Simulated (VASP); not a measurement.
Wanted: the native input for a VASP 6.6.1 run.

```
Task                   : single point
Functional             : PBE
Potentials or basis    : VASP PAW PBE potentials, release 64 (Na_pv, H)
Cutoff                 : 520 eV
k mesh                 : 6 × 6 × 6
Occupations            : gaussian, width 0.01 eV
Spin                   : no spin polarisation
Dipole correction      : no
Further INCAR settings : ALGO = Normal; EDIFF = 1e-06; NBANDS = 11
```

The structure of NaH lies in POSCAR:

```
NaH
1.0
    0.0479502457      2.3975122828      2.3975122828
    2.3975122828      0.0479502457      2.3975122828
    2.4454625284      2.4454625284     -0.0000000001
Na H
1 1
Direct
    0.0000000000      0.0000000000      0.0000000000
    0.5000000000      0.5000000000      0.5000000000
```

This cell differs from its parent crystal: shear xy strain +4.0%.

One way to write it, as run:

INCAR

```
SYSTEM = NaH
PREC = Accurate
ENCUT = 520
EDIFF = 1E-6
ISMEAR = 0
SIGMA = 0.01
LREAL = .FALSE.
LASPH = .TRUE.
NELM = 80
ALGO = Normal
ISIF = 2
LWAVE = .FALSE.
LCHARG = .FALSE.
GGA = PE
NBANDS = 11
```

KPOINTS

```
Automatic mesh
0
G
  6 6 6
  0 0 0
```

Potentials or basis: VASP PAW PBE potentials, release 64 (Na_pv, H).

Launch:

```sh
$ cat potpaw_PBE.64/Na_pv/POTCAR potpaw_PBE.64/H/POTCAR > POTCAR
$ mpirun -np 1 vasp_std > vasp.out
```

Results of the run:

| Quantity | Value |
| --- | --- |
| Pressure | 0.5 GPa |
| Band gap on the k mesh | 3.72 eV (least direct gap 4.63 eV) |

Caveat: the cell differs from its parent crystal (shear xy strain +4.0%).

Run time: 9.2 s on 1 thread of Intel(R) Xeon(R) Platinum 8488C (Sapphire Rapids) (shared host), peak memory 0.15 GiB.
